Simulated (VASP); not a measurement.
# AlNi (Pmmm) in VASP: further runs

Runs on AlNi. Level: PBEsol. Tasks: single point.

Everything below comes from runs of VASP 6.6.1. Logs are shortened: lines on timing, memory, paths and dates and some standing lists are left out, and cuts for length are marked.

### Step 1. The cell of the first run

It takes space group Pmmm (No. 47, orthorhombic). The conventional cell has a = 2.544 Å, b = 2.649 Å, c = 2.869 Å, α = 90.00°, β = 90.00°, γ = 90.00°. Within 3.1 Å of Al (site symmetry mmm) lie 8 Ni at 2.33 Å and 6 Al at 2.54 to 2.87 Å. Within 3.1 Å of Ni (site symmetry mmm) lie 8 Al at 2.33 Å and 6 Ni at 2.54 to 2.87 Å.

### Step 2. Single point, PBEsol (normal strain along x -0.1100, normal strain along y -0.0733)

Contents of INCAR:

```
SYSTEM = AlNi
PREC = Accurate
ENCUT = 520
EDIFF = 1E-7
ISMEAR = 0
SIGMA = 0.15
LREAL = .False.
LASPH = .True.
NELM = 60
ALGO = Fast
ISIF = 2
LWAVE = .False.
LCHARG = .False.
GGA = PS
NBANDS = 14
```

Contents of KPOINTS:

```
Automatic mesh
0
Gamma
  16 16 16
  0 0 0
```

Contents of POSCAR:

```
AlNi
1.0
    1.7988676817     -1.7988198794      0.0000000000
    1.8730437374      1.8729979062      0.0000000000
    0.0000000000      0.0000000000      2.8688666979
Al Ni
1 1
Direct
    0.0000000000      0.0000000000      0.0000000000
    0.5000000000      0.5000000000      0.5000000000
```

Potentials or basis: VASP PAW PBE potentials, release 64 (Al, Ni).

Command:

```
> cat potpaw_PBE.64/Al/POTCAR potpaw_PBE.64/Ni/POTCAR > POTCAR
> mpirun -np 1 vasp_std > vasp.out
```

OUTCAR:

```text
SYSTEM = AlNi
   PREC = Accurate
   ENCUT = 520
   EDIFF = 1E-7
   ISMEAR = 0
   LREAL = .False.
   LASPH = .True.
   NELM = 60
   ISIF = 2
   GGA = PS

 ion  position               nearest neighbor table
   1  0.000  0.000  0.000-   2 2.33   2 2.33   2 2.33   2 2.33   2 2.33   2 2.33   2 2.33   2 2.33

   2  0.500  0.500  0.500-   1 2.33   1 2.33   1 2.33   1 2.33   1 2.33   1 2.33   1 2.33   1 2.33

  LATTYP: Found a simple monoclinic cell.
 ALAT       =     2.5439492713
 B/A-ratio  =     1.1277216611
 C/A-ratio  =     1.0412359550
 COS(beta)  =    -0.0000255215

  Lattice vectors:

 A1 = (   1.7988676817,  -1.7988198794,   0.0000000000)
 A2 = (   0.0000000000,   0.0000000000,   2.8688666979)
 A3 = (  -1.8730437374,  -1.8729979062,   0.0000000000)

Analysis of symmetry for initial positions (statically):
=====================================================================
 Subroutine PRICEL returns:
 Original cell was already a primitive cell.

 Routine SETGRP: Setting up the symmetry group for a
 simple monoclinic supercell.

 Subroutine GETGRP returns: Found  4 space group operations
 (whereof  4 operations were pure point group operations)
 out of a pool of  4 trial point group operations.

The static configuration has the point symmetry C_2h.

Analysis of symmetry for dynamics (positions and initial velocities):
=====================================================================
 Subroutine PRICEL returns:
 Original cell was already a primitive cell.

 Routine SETGRP: Setting up the symmetry group for a
 simple monoclinic supercell.

 Subroutine GETGRP returns: Found  4 space group operations
 (whereof  4 operations were pure point group operations)
 out of a pool of  4 trial point group operations.

The dynamic configuration has the point symmetry C_2h.

 Subroutine INISYM returns: Found  4 space group operations
 (whereof  4 operations are pure point group operations),
 and found     1 'primitive' translations

----------------------------------------------------------------------------------------

                                     Primitive cell

  volume of cell :      19.3320

  direct lattice vectors                    reciprocal lattice vectors
     1.798867682 -1.798819879  0.000000000     0.277952921 -0.277959722  0.000000000
     1.873043737  1.872997906  0.000000000     0.266944900  0.266951994  0.000000000
     0.000000000  0.000000000  2.868866698     0.000000000  0.000000000  0.348569699

  length of vectors
     2.543949271  2.648851449  2.868866698     0.393089600  0.377522115  0.348569699
[... 93 lines left out ...]
   NUPDOWN=      -1.0000    fix difference up-down
   EMIN   =  10.00;   EMAX   =-10.00  energy-range for DOS
   EFERMI =   0.00;   METHOD = LEGACY
   ISMEAR =     0;   SIGMA  =   0.15  broadening in eV -4-tet -1-fermi 0-gaus
   EFERMI_NEDOS =   21; number of points for ismear=-14 and -15
   IALGO  =     68    algorithm
   IMIX   =      4    mixing-type and parameters
     AMIX     =   0.40;   BMIX     =  1.00
     AMIX_MAG =   1.60;   BMIX_MAG =  1.00
  volume/ion in A,a.u.               =       9.67        65.23
  Fermi-wavevector in a.u.,A,eV,Ry     =   1.434269  2.710375 27.988902  2.057126
  Thomas-Fermi vector in A             =   2.553696
   LORBIT       =      0    0 simple, 1 ext, 2 COOP (PROOUT), +10 PAW based schemes
   GGA     = PS    functional components
   LHFCALC =     F    Hartree Fock is set to
   AEXX    =    0.0000 exact exchange contribution
   IVDW    =     0    specifies the selected vdW correction
   LEPSILON=     F    determine dielectric tensor
   LRPA    =     F    only Hartree local field effects (RPA)
 non-spin polarized calculation
 RMM-DIIS sequential band-by-band and
 Gauss-broadening in eV      SIGMA  =   0.15
  energy-cutoff  :      520.00
  volume of cell :       19.33
 maximum number of plane-waves:       540
   NGX =  9   NGY =  9   NGZ = 11

 number of electron      13.0000002 magnetization

 Free energy of the ion-electron system (eV)
  ---------------------------------------------------
  ext. energy  EPLUGINS =         0.00000000
  ---------------------------------------------------
  free energy    TOTEN  =       -10.98065285 eV

  energy without entropy =      -10.97275158  energy(sigma->0) =      -10.97670222

 E-fermi :  13.0037     XC(G=0): -13.2418

 val. band max:       12.9981916591   @ k =   0.4375   0.2500   0.1875
 cond. band min:      13.0052715005   @ k =  -0.1250   0.3750   0.1875
 fundamental gap:      0.0070798414
 Fermi energy:        13.0036934168

 k-point     1 :       0.0000    0.0000    0.0000
  band No.  band energies     occupation
      1       0.2002      2.00000
      2       8.4645      2.00000
      3       8.6165      2.00000
      4      10.7754      2.00000
      5      10.9519      2.00000
      6      11.2051      2.00000
      7      16.8762      0.00000
      8      20.0234      0.00000
      9      21.1250      0.00000
     10      21.8422      0.00000
     11      22.1957      0.00000
     12      31.2974      0.00000
     13      35.2303      0.00000
     14      36.4190      0.00000
[... 377 lines left out ...]
      1       0.6550      2.00000
      2       8.5986      2.00000
      3       8.6962      2.00000
      4      10.6719      2.00000
      5      10.7631      2.00000
      6      10.9770      2.00000
      7      17.5421      0.00000
      8      18.3039      0.00000
      9      19.5254      0.00000
     10      21.8590      0.00000
     11      25.2878      0.00000
     12      32.9855      0.00000
     13      33.1535      0.00000
     14      34.4043      0.00000

 [... further k-points ...]

------------------------ aborting loop because EDIFF is reached ----------------------------------------

  FORCE on cell =-STRESS in cart. coord.  units (eV):
  Direction    XX          YY          ZZ          XY          YZ          ZX
  --------------------------------------------------------------------------------------
  -------------------------------------------------------------------------------------
  Total        6.6781592      6.6793220      5.3834061     -0.5977378      0.0000000      0.0000000
  in kB      553.4659837    553.5623479    446.1606959    -49.5387307      0.0000000      0.0000000
  external PRESSURE =     517.7296758 kB  Pullay stress =       0.0000000 kB

 VOLUME and BASIS-vectors are now :
 -----------------------------------------------------------------------------
  energy-cutoff  :      520.00
  volume of cell :       19.33
      direct lattice vectors                 reciprocal lattice vectors
     1.798867682 -1.798819879  0.000000000     0.277952921 -0.277959722  0.000000000
     1.873043737  1.872997906  0.000000000     0.266944900  0.266951994  0.000000000
     0.000000000  0.000000000  2.868866698     0.000000000  0.000000000  0.348569699

 POSITION                                       TOTAL-FORCE (eV/Angst)
 -----------------------------------------------------------------------------------
      0.00000      0.00000      0.00000         0.000000      0.000000      0.000000
      1.83596      0.03709      1.43443         0.000000      0.000000      0.000000
 -----------------------------------------------------------------------------------
    total drift:                                0.000000      0.000000      0.000000

  FREE ENERGIE OF THE ION-ELECTRON SYSTEM (eV)
  ---------------------------------------------------
  free  energy   TOTEN  =       -10.9806528544 eV

  energy  without entropy=      -10.9727515806  energy(sigma->0) =      -10.97670222
```

Run time: 2.1 min. Hardware: 1 thread of Intel Xeon 6975P-C (Granite Rapids), shared host; peak memory 0.41 GiB.

Results:

- Free energy: -10.9807 eV
- Pressure: 51.8 GPa
- Band gap on the k mesh: zero (an odd number of electrons rules out a gap without spin polarisation)

Levels at points of the mesh, in eV from the Fermi level:
```
           k point  band 3  band 4  band 5  band 6  band 7  band 8  band 9  band 10  band 11  band 12
(0.00, 0.00, 0.00)   -4.39   -2.23   -2.05   -1.80    3.87    7.02    8.12     8.84     9.19    18.29
(0.50, 0.00, 0.00)   -3.65   -3.48   -2.90   -2.03   -0.26    8.35    8.93    11.74    11.76    14.31
(0.00, 0.50, 0.00)   -3.80   -3.47   -2.60   -1.92   -0.65    8.12    8.74    11.22    13.25    15.34
(0.50, 0.50, 0.00)   -3.21   -3.12   -3.04   -2.81   -1.14    2.58    4.36    13.06    15.22    15.40
(0.00, 0.00, 0.50)   -3.93   -2.89   -2.60   -1.73   -1.44    8.53   11.33    12.81    13.00    14.37
(0.50, 0.00, 0.50)   -3.87   -3.23   -2.81   -2.64   -1.49    1.94    3.43    15.31    16.49    17.36
(0.00, 0.50, 0.50)   -4.10   -3.69   -2.52   -2.45   -1.55    1.39    2.98    16.61    17.83    18.23
(0.50, 0.50, 0.50)   -5.22   -1.49   -1.11    1.59    1.89    2.02    4.85     5.32     5.81     6.28
```

Caveat: the cell differs from its parent crystal (normal strain along x -0.1100, normal strain along y -0.0733); the cell stands under pressure; the PAW data sets were made with another functional, which shifts forces and pressure a little. Spin polarisation is off, so any magnetic state and its effect on volume and gap are missing.

### Step 3. Single point, PBEsol (normal strain along x -0.1100, normal strain along y -0.0367)

Contents of INCAR:

```
ALGO = Fast ; EDIFF = 1E-6
ENCUT = 520 ; GGA = PS
ISIF = 2 ; ISMEAR = 0
LASPH = T ; LCHARG = F
LREAL = F ; LWAVE = F
NBANDS = 14 ; NELM = 60
PREC = Accurate ; SIGMA = 0.15
```

Contents of KPOINTS:

```
k-points
0
Gamma
  16 16 16
```

Edit POSCAR of step 2 so:

```diff
@@ -3,3 +3,3 @@
     1.7988676817     -1.7988198794      0.0000000000
-    1.8730437374      1.8729979062      0.0000000000
+    1.9470176785      1.9469738131      0.0000000000
     0.0000000000      0.0000000000      2.8688666979
```

Potentials or basis: VASP PAW PBE potentials, release 64 (Al, Ni).

Command:

```
> cat potpaw_PBE.64/Al/POTCAR potpaw_PBE.64/Ni/POTCAR > POTCAR
> mpirun -np 1 vasp_std > vasp.out
```

OUTCAR:

```text
EDIFF = 1E-6
   ENCUT = 520
   GGA = PS
   ISIF = 2
   ISMEAR = 0
   LASPH = T
   LREAL = F
   NELM = 60
   PREC = Accurate

 ion  position               nearest neighbor table
   1  0.000  0.000  0.000-   2 2.36   2 2.36   2 2.36   2 2.36   2 2.36   2 2.36   2 2.36   2 2.36

   2  0.500  0.500  0.500-   1 2.36   1 2.36   1 2.36   1 2.36   1 2.36   1 2.36   1 2.36   1 2.36

  LATTYP: Found a simple monoclinic cell.
 ALAT       =     2.5439492713
 B/A-ratio  =     1.1277216611
[... 601 lines left out ...]
------------------------ aborting loop because EDIFF is reached ----------------------------------------

  FORCE on cell =-STRESS in cart. coord.  units (eV):
  Direction    XX          YY          ZZ          XY          YZ          ZX
  --------------------------------------------------------------------------------------
  -------------------------------------------------------------------------------------
  Total        5.2724496      5.2735370      3.9988858     -1.0510586      0.0000000      0.0000000
  in kB      420.3627325    420.4494280    318.8238289    -83.7989761      0.0000000      0.0000000
  external PRESSURE =     386.5453298 kB  Pullay stress =       0.0000000 kB

 VOLUME and BASIS-vectors are now :
 -----------------------------------------------------------------------------
  energy-cutoff  :      520.00
  volume of cell :       20.10
      direct lattice vectors                 reciprocal lattice vectors
     1.798867682 -1.798819879  0.000000000     0.277953190 -0.277959453  0.000000000
     1.947017678  1.946973813  0.000000000     0.256802491  0.256809315  0.000000000
     0.000000000  0.000000000  2.868866698     0.000000000  0.000000000  0.348569699

 POSITION                                       TOTAL-FORCE (eV/Angst)
 -----------------------------------------------------------------------------------
      0.00000      0.00000      0.00000         0.000000      0.000000      0.000000
      1.87294      0.07408      1.43443         0.000000      0.000000      0.000000
 -----------------------------------------------------------------------------------
    total drift:                                0.000000      0.000000      0.000000

  FREE ENERGIE OF THE ION-ELECTRON SYSTEM (eV)
  ---------------------------------------------------
  free  energy   TOTEN  =       -11.1783408092 eV

  energy  without entropy=      -11.1693728489  energy(sigma->0) =      -11.17385683
```

OSZICAR:

```text
N       E                     dE             d eps       ncg     rms          rms(c)
DAV:   1     0.418244066366E+02    0.41824E+02   -0.54751E+03 33640   0.102E+03
DAV:   2    -0.112010096155E+02   -0.53025E+02   -0.47935E+02 35478   0.189E+02
DAV:   3    -0.130176591365E+02   -0.18166E+01   -0.18025E+01 40710   0.381E+01
DAV:   4    -0.130404825335E+02   -0.22823E-01   -0.22818E-01 39110   0.393E+00
DAV:   5    -0.130411112389E+02   -0.62871E-03   -0.62869E-03 41530   0.704E-01    0.145E+01
RMM:   6    -0.143103249383E+02   -0.12692E+01   -0.13469E+01 40316   0.462E+01    0.154E+01
RMM:   7    -0.112024008176E+02    0.31079E+01   -0.35358E+00 37563   0.232E+01    0.181E+00
RMM:   8    -0.111900872120E+02    0.12314E-01   -0.59670E-02 36147   0.250E+00    0.760E-01
RMM:   9    -0.111812120713E+02    0.88751E-02   -0.21732E-02 38630   0.110E+00    0.513E-01
RMM:  10    -0.111785774976E+02    0.26346E-02   -0.76756E-03 41548   0.110E+00    0.230E-01
RMM:  11    -0.111783468552E+02    0.23064E-03   -0.98457E-04 46131   0.342E-01    0.824E-02
RMM:  12    -0.111783569162E+02   -0.10061E-04   -0.27179E-04 46554   0.169E-01    0.520E-02
RMM:  13    -0.111783363749E+02    0.20541E-04   -0.11353E-04 42287   0.108E-01    0.129E-02
RMM:  14    -0.111783406531E+02   -0.42782E-05   -0.49301E-05 50897   0.445E-02    0.570E-03
RMM:  15    -0.111783408092E+02   -0.15602E-06   -0.19635E-06 28148   0.102E-02
   1 F= -.11178341E+02 E0= -.11173857E+02  d E =-.896796E-02
```

Run time: 2 min. Hardware: 1 thread of Intel Xeon 6975P-C (Granite Rapids), shared host; peak memory 0.42 GiB.

Results:

| Property | Result |
| --- | --- |
| Free energy | -11.1783 eV |
| Pressure | 38.7 GPa |
| Band gap on the k mesh | zero (an odd number of electrons rules out a gap without spin polarisation) |

Stress tensor (GPa, compression positive):
```
42.04 -8.38  0.00
-8.38 42.04  0.00
 0.00  0.00 31.88
```

Caveat: the cell differs from its parent crystal (normal strain along x -0.1100, normal strain along y -0.0367); the cell stands under pressure; the PAW data sets were made with another functional, which shifts forces and pressure a little. Spin polarisation is off, so any magnetic state and its effect on volume and gap are missing.
